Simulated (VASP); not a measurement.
# SiC (P6_3mc) in VASP: a series of runs, part 2 of 2

VASP 6.6.1. The steps go on from the part before.

### Step 3. Single point, LDA

Contents of INCAR:

```
SYSTEM = SiC
  ALGO = Normal
  EDIFF = 1E-6
  ENCUT = 520
  ISIF = 2
  ISMEAR = -1
  LASPH = .True.
  LCHARG = .True.
  LELF = .True.
  LREAL = .False.
  LVHAR = .True.
  LWAVE = .False.
  NBANDS = 26
  NELM = 100
  PREC = Accurate
  SIGMA = 0.05
```

Contents of KPOINTS:

```
k-points
0
Gamma
  10 10 3
  0 0 0
```

Contents of POSCAR:

```
SiC
1.0
    3.0341256196      0.0000000000      0.0000000000
   -1.5170628097      2.6276298648      0.0000000000
    0.0000000000      0.0000000000      9.9345399781
Si C
4 4
Direct
    0.0000000000      0.0000000000      0.1878943800
    0.0000000000      0.0000000000      0.6878943800
    0.3333333333      0.6666666667      0.4378419800
    0.6666666667      0.3333333333      0.9378419800
    0.0000000000      0.0000000000      0.0004600500
    0.0000000000      0.0000000000      0.5004600500
    0.3333333333      0.6666666667      0.2498025900
    0.6666666667      0.3333333333      0.7498025900
```

Potentials or basis: VASP PAW LDA potentials, release 64 (Si, C).

Launch:

```
$ cat potpaw_LDA.64/Si/POTCAR potpaw_LDA.64/C/POTCAR > POTCAR
$ mpirun -np 1 vasp_std > vasp.out
```

OUTCAR:

```text
SYSTEM = SiC
   EDIFF = 1E-6
   ENCUT = 520
   ISIF = 2
   ISMEAR = -1
   LASPH = .True.
   LREAL = .False.
   NELM = 100
   PREC = Accurate

 ion  position               nearest neighbor table
   1  0.000  0.000  0.188-   7 1.86   7 1.86   7 1.86   5 1.86   3 3.04   3 3.04   3 3.04   4 3.04
                             4 3.04   4 3.04
   2  0.000  0.000  0.688-   8 1.86   8 1.86   8 1.86   6 1.86   4 3.04   4 3.04   4 3.04   3 3.04
                             3 3.04   3 3.04
   3  0.333  0.667  0.438-   6 1.86   6 1.86   6 1.86   7 1.87   1 3.04   1 3.04   1 3.04   2 3.04
                             2 3.04   2 3.04
   4  0.667  0.333  0.938-   5 1.86   5 1.86   5 1.86   8 1.87   2 3.04   2 3.04   2 3.04   1 3.04
                             1 3.04   1 3.04
   5  0.000  0.000  0.000-   4 1.86   4 1.86   4 1.86   1 1.86
   6  0.000  0.000  0.500-   3 1.86   3 1.86   3 1.86   2 1.86
   7  0.333  0.667  0.250-   1 1.86   1 1.86   1 1.86   3 1.87
   8  0.667  0.333  0.750-   2 1.86   2 1.86   2 1.86   4 1.87

  LATTYP: Found a hexagonal cell.
 ALAT       =     3.0341256196
 C/A-ratio  =     3.2742678530

  Lattice vectors:

 A1 = (   3.0341256196,   0.0000000000,   0.0000000000)
 A2 = (  -1.5170628097,   2.6276298648,   0.0000000000)
 A3 = (   0.0000000000,   0.0000000000,   9.9345399781)

Analysis of symmetry for initial positions (statically):
=====================================================================
 Subroutine PRICEL returns:
 Original cell was already a primitive cell.

 Routine SETGRP: Setting up the symmetry group for a
 hexagonal supercell.

 Subroutine GETGRP returns: Found 12 space group operations
 (whereof  6 operations were pure point group operations)
 out of a pool of 24 trial point group operations.

The static configuration has the point symmetry C_3v.
 The point group associated with its full space group is C_6v.

[... 147 lines left out ...]
  Fermi-wavevector in a.u.,A,eV,Ry     =   1.210253  2.287047 19.928635  1.464713
  Thomas-Fermi vector in A             =   2.345806
   LORBIT       =      0    0 simple, 1 ext, 2 COOP (PROOUT), +10 PAW based schemes
   GGA     = CA    functional components
   LHFCALC =     F    Hartree Fock is set to
   AEXX    =    0.0000 exact exchange contribution
   IVDW    =     0    specifies the selected vdW correction
   LEPSILON=     F    determine dielectric tensor
   LRPA    =     F    only Hartree local field effects (RPA)
 non-spin polarized calculation
  energy-cutoff  :      520.00
  volume of cell :       79.20
 maximum number of plane-waves:      2161
 NGX is ok and might be reduce to    24
   NGX = 11   NGY = 11   NGZ = 37

 number of electron      31.9999998 magnetization

 Free energy of the ion-electron system (eV)
  ---------------------------------------------------
  ext. energy  EPLUGINS =         0.00000000
  ---------------------------------------------------
  free energy    TOTEN  =       -66.54123496 eV

  energy without entropy =      -66.54123496  energy(sigma->0) =      -66.54123496

 E-fermi :   9.6853     XC(G=0): -11.7418

 val. band max:        8.6391408708   @ k =   0.0000   0.0000   0.0000
 cond. band min:      10.8152048194   @ k =   0.5000   0.0000   0.0000
 fundamental gap:      2.1760639486
 Fermi energy:         9.6852787201

 k-point     1 :       0.0000    0.0000    0.0000
  band No.  band energies     occupation
      1      -7.1038      2.00000
      2      -5.8791      2.00000
      3      -5.8414      2.00000
      4      -3.3201      2.00000
      5      -0.2414      2.00000
      6       4.1972      2.00000
[... 685 lines left out ...]
     25      16.7863      0.00000
     26      17.6558      0.00000

 [... further k-points ...]

------------------------ aborting loop because EDIFF is reached ----------------------------------------

  FORCE on cell =-STRESS in cart. coord.  units (eV):
  Direction    XX          YY          ZZ          XY          YZ          ZX
  --------------------------------------------------------------------------------------
  -------------------------------------------------------------------------------------
  Total        3.0660697      3.0660697      2.9758533      0.0000000      0.0000000      0.0000000
  in kB       62.0221894     62.0221894     60.1972418      0.0000000      0.0000000      0.0000000
  external PRESSURE =      61.4138736 kB  Pullay stress =       0.0000000 kB

 VOLUME and BASIS-vectors are now :
 -----------------------------------------------------------------------------
  energy-cutoff  :      520.00
  volume of cell :       79.20
      direct lattice vectors                 reciprocal lattice vectors
     3.034125620  0.000000000  0.000000000     0.329584244  0.190285552  0.000000000
    -1.517062810  2.627629865  0.000000000     0.000000000  0.380571105  0.000000000
     0.000000000  0.000000000  9.934539978     0.000000000  0.000000000  0.100658913

 POSITION                                       TOTAL-FORCE (eV/Angst)
 -----------------------------------------------------------------------------------
      0.00000      0.00000      1.86664        -0.000000     -0.000000      0.002635
      0.00000      0.00000      6.83391         0.000000     -0.000000      0.002635
     -0.00000      1.75175      4.34976         0.000000      0.000000     -0.008966
      1.51706      0.87588      9.31703        -0.000000     -0.000000     -0.008966
      0.00000      0.00000      0.00457         0.000000      0.000000     -0.001164
      0.00000      0.00000      4.97184        -0.000000     -0.000000     -0.001164
     -0.00000      1.75175      2.48167         0.000000     -0.000000      0.007495
      1.51706      0.87588      7.44894        -0.000000     -0.000000      0.007495
 -----------------------------------------------------------------------------------
    total drift:                               -0.000000     -0.000000      0.000172

  FREE ENERGIE OF THE ION-ELECTRON SYSTEM (eV)
  ---------------------------------------------------
  free  energy   TOTEN  =       -66.5412349625 eV

  energy  without entropy=      -66.5412349624  energy(sigma->0) =      -66.54123496
```

OSZICAR:

```text
N       E                     dE             d eps       ncg     rms          rms(c)
DAV:   1     0.667102092053E+02    0.66710E+02   -0.14664E+04  1456   0.112E+03
DAV:   2    -0.684186202162E+02   -0.13513E+03   -0.12551E+03  1912   0.193E+02
DAV:   3    -0.751483784185E+02   -0.67298E+01   -0.66825E+01  1962   0.409E+01
DAV:   4    -0.752313242309E+02   -0.82946E-01   -0.82850E-01  1902   0.540E+00
DAV:   5    -0.752327229117E+02   -0.13987E-02   -0.13979E-02  1944   0.664E-01    0.191E+01
DAV:   6    -0.669099454625E+02    0.83228E+01   -0.21973E+01  1880   0.206E+01    0.891E+00
DAV:   7    -0.666251768037E+02    0.28477E+00   -0.25196E+00  2016   0.713E+00    0.347E+00
DAV:   8    -0.665534424626E+02    0.71734E-01   -0.15351E-01  1786   0.181E+00    0.117E+00
DAV:   9    -0.665411415504E+02    0.12301E-01   -0.21487E-02  1788   0.758E-01    0.155E-01
DAV:  10    -0.665412300857E+02   -0.88535E-04   -0.99918E-04  1860   0.170E-01    0.838E-02
DAV:  11    -0.665412407678E+02   -0.10682E-04   -0.31942E-05  1810   0.352E-02    0.248E-02
DAV:  12    -0.665412359505E+02    0.48173E-05   -0.13833E-05  1794   0.173E-02    0.995E-03
DAV:  13    -0.665412349249E+02    0.10256E-05   -0.30707E-06  1608   0.798E-03    0.113E-03
DAV:  14    -0.665412349625E+02   -0.37553E-07   -0.19377E-07   956   0.252E-03
   1 F= -.66541235E+02 E0= -.66541235E+02  d E =-.335610E-10
```

Wall time 84 s (1 thread of AMD EPYC 7R13, shared host); peak memory 0.16 GiB.

What came out:

| Quantity | Value |
| --- | --- |
| Free energy | -66.5412 eV |
| Pressure | 6.1 GPa |
| Largest force | 0.009 eV/Å |
| Band gap on the k mesh | 2.18 eV (least direct gap 3.31 eV) |

Forces in eV/Å, atoms in the order of the input:
```
Si   0.000  0.000  0.003
Si   0.000  0.000  0.003
Si   0.000  0.000 -0.009
Si   0.000  0.000 -0.009
C    0.000  0.000 -0.001
C    0.000  0.000 -0.001
C    0.000  0.000  0.007
C    0.000  0.000  0.007
```

Stress tensor (GPa, compression positive):
```
6.20 0.00 0.00
0.00 6.20 0.00
0.00 0.00 6.02
```

Caveat: the cell stands under pressure; an odd mesh through Γ misses points on the zone boundary, where band edges can lie.

### Step 4. Single point, PBEsol+D3(BJ)

This run uses another cell than the first one, of 10.11 Å³/atom.

Contents of INCAR:

```
SYSTEM = SiC
PREC = Accurate
ENCUT = 520
EDIFF = 1E-6
ISMEAR = -1
SIGMA = 0.05
LREAL = .False.
LASPH = .True.
NELM = 60
ALGO = Normal
ISIF = 2
LWAVE = .False.
LCHARG = .True.
GGA = PS
IVDW = 12
LELF = .True.
LVHAR = .True.
NBANDS = 26
```

Contents of KPOINTS:

```
Automatic mesh
0
Gamma
  10 10 3
  0 0 0
```

POSCAR, as its differences from that of step 3:

```diff
@@ -2,5 +2,5 @@
 1.0
-    3.0341256196      0.0000000000      0.0000000000
-   -1.5170628097      2.6276298648      0.0000000000
-    0.0000000000      0.0000000000      9.9345399781
+    3.0550512851      0.0000000000      0.0000000000
+   -1.5275256425      2.6457520228      0.0000000000
+    0.0000000000      0.0000000000     10.0030562121
 Si C
```

Potentials or basis: VASP PAW PBE potentials, release 64 (Si, C).

Launch:

```
$ cat potpaw_PBE.64/Si/POTCAR potpaw_PBE.64/C/POTCAR > POTCAR
$ mpirun -np 1 vasp_std > vasp.out
```

Run time: 79 s. Hardware: 1 thread of AMD EPYC 7R13, shared host; peak memory 0.19 GiB.

The run converged. Its results:

* Free energy: -65.6193 eV
* Pressure: 1.5 GPa
* Largest force: 0.011 eV/Å
* Band gap on the k mesh: 2.11 eV (least direct gap 3.24 eV)
* Dispersion energy per atom: -0.248 eV

Forces in eV/Å, atoms in the order of the input:
```
Si   0.000  0.000  0.005
Si   0.000  0.000  0.005
Si   0.000  0.000 -0.011
Si   0.000  0.000 -0.011
C    0.000  0.000 -0.001
C    0.000  0.000 -0.001
C    0.000  0.000  0.007
C    0.000  0.000  0.007
```

Stress tensor (GPa, compression positive):
```
1.62 0.00 0.00
0.00 1.62 0.00
0.00 0.00 1.42
```

Levels at points of the mesh, in eV from the valence-band top:
| k point | band 14 | band 15 | band 16 | band 17 | band 18 | band 19 |
| --- | --- | --- | --- | --- | --- | --- |
| (0.00, 0.00, 0.00) | -0.05 | 0.00 | 0.00 | 5.23 | 5.81 | 6.45 |
| (0.50, 0.00, 0.00) | -2.26 | -1.61 | -1.13 | 2.11 | 2.25 | 4.18 |

Caveat: the PAW data sets were made with another functional, which shifts forces and pressure a little; an odd mesh through Γ misses points on the zone boundary, where band edges can lie.

### Step 5. Single point, BLYP+D3(BJ)

This run uses another cell than the first one, of 10.11 Å³/atom.

Contents of INCAR:

```
PREC = Accurate
ENCUT = 520
EDIFF = 1E-6
ISMEAR = -1
SIGMA = 0.05
LREAL = F
LASPH = T
NELM = 80
ALGO = Normal
ISIF = 2
LWAVE = F
LCHARG = T
GGA = B5
ALDAX = 1.0
AGGAX = 1.0
AGGAC = 1.0
ALDAC = 0.0
IVDW = 12
LELF = T
LVHAR = T
VDW_S6 = 1.0
VDW_S8 = 2.6996
VDW_A1 = 0.4298
VDW_A2 = 4.2359
NBANDS = 26
```

Contents of KPOINTS:

```
regular mesh
0
Gamma
  10 10 3
```

POSCAR is that of step 4.

Launch:

```
$ cat potpaw_PBE.64/Si/POTCAR potpaw_PBE.64/C/POTCAR > POTCAR
$ mpirun -np 1 vasp_std > vasp.out
```

Wall time 95 s (1 thread of AMD EPYC 7R13, shared host); peak memory 0.19 GiB.

The run converged. Its results:

* Free energy: -59.7209 eV
* Pressure: 3.5 GPa
* Largest force: 0.015 eV/Å
* Band gap on the k mesh: 2.54 eV (least direct gap 3.67 eV)
* Dispersion energy per atom: -0.660 eV

Forces on the atoms (eV/Å):
```
Si   0.000  0.000 -0.015
Si   0.000  0.000 -0.015
Si   0.000  0.000 -0.001
Si   0.000  0.000 -0.001
C    0.000  0.000  0.006
C    0.000  0.000  0.006
C    0.000  0.000  0.010
C    0.000  0.000  0.010
```

Levels at points of the mesh, in eV from the valence-band top:
| k point | band 13 | band 14 | band 15 | band 16 | band 17 | band 18 | band 19 | band 20 |
| --- | --- | --- | --- | --- | --- | --- | --- | --- |
| (0.00, 0.00, 0.00) | -0.58 | -0.05 | 0.00 | 0.00 | 5.44 | 6.02 | 6.66 | 6.74 |
| (0.50, 0.00, 0.00) | -2.35 | -2.21 | -1.57 | -1.12 | 2.54 | 2.68 | 4.55 | 5.06 |

Caveat: the cell stands under pressure; the PAW data sets were made with another functional, which shifts forces and pressure a little; an odd mesh through Γ misses points on the zone boundary, where band edges can lie.

### Step 6. The runs side by side

| level | potentials or basis | cell | gap on the mesh (eV) | pressure (GPa) | largest force (eV/Å) |
| --- | --- | --- | --- | --- | --- |
| BLYP+D3(BJ) | VASP PAW PBE potentials, release 64 (Si, C) | a = 3.034, b = 3.034, c = 9.935 Å, angles 90.0, 90.0, 120.0°, 8 atoms | 2.55 | 8.4 | 0.01 |
| LDA | VASP PAW LDA potentials, release 64 (Si, C) | a = 3.034, b = 3.034, c = 9.935 Å, angles 90.0, 90.0, 120.0°, 8 atoms | 2.18 | 6.1 | 0.01 |
| PBEsol+D3(BJ) | VASP PAW PBE potentials, release 64 (Si, C) | a = 3.055, b = 3.055, c = 10.003 Å, angles 90.0, 90.0, 120.0°, 8 atoms | 2.11 | 1.5 | 0.01 |
| BLYP+D3(BJ) | VASP PAW PBE potentials, release 64 (Si, C) | a = 3.055, b = 3.055, c = 10.003 Å, angles 90.0, 90.0, 120.0°, 8 atoms | 2.54 | 3.5 | 0.02 |

Alike in all rows: task single point; no spin polarisation; k mesh 10 × 10 × 3; cutoff (eV) 520; smearing fermi-dirac 0.05 eV.

Caveats: an odd mesh through Γ misses points on the zone boundary, where band edges can lie; the cell stands under pressure (at least some runs); the PAW data sets were made with another functional, which shifts forces and pressure a little (at least some runs).

Absolute energies hang on the potentials; compare differences alone.
